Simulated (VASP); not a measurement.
Si (a cell with a defect), 17 atoms in the cell. The cell holds a defect, 17 atoms: a = 7.679 Å, b = 7.679 Å, c = 7.679 Å, α = 60.00°, β = 60.00°, γ = 60.00°. 

| Item | Value |
| --- | --- |
| Program | VASP 6.6.1 |
| Task | single point |
| Functional | PBEsol |
| Potentials or basis | VASP PAW PBE potentials, release 64 (Si) |
| Cutoff | 520 eV |
| k mesh | 2 × 2 × 2 |
| Occupations | fermi-dirac, width 0.02 eV |
| Spin | no spin polarisation |
| Dipole correction | no |
| Further INCAR settings | LREAL = Auto; ALGO = Normal; EDIFF = 1e-06; NBANDS = 48 |

Potentials or basis: VASP PAW PBE potentials, release 64 (Si).

Run with:

```bash
$ cat potpaw_PBE.64/Si/POTCAR > POTCAR
$ mpirun -np 1 vasp_std > vasp.out
```

Hardware: 1 thread of AMD EPYC 7R13, on a shared host.

Estimate the wall time of this run.

It took 4 min on 1 thread of AMD EPYC 7R13, with other jobs on the host, peak memory 0.47 GiB. Counts: scf iterations 13, k points 8.
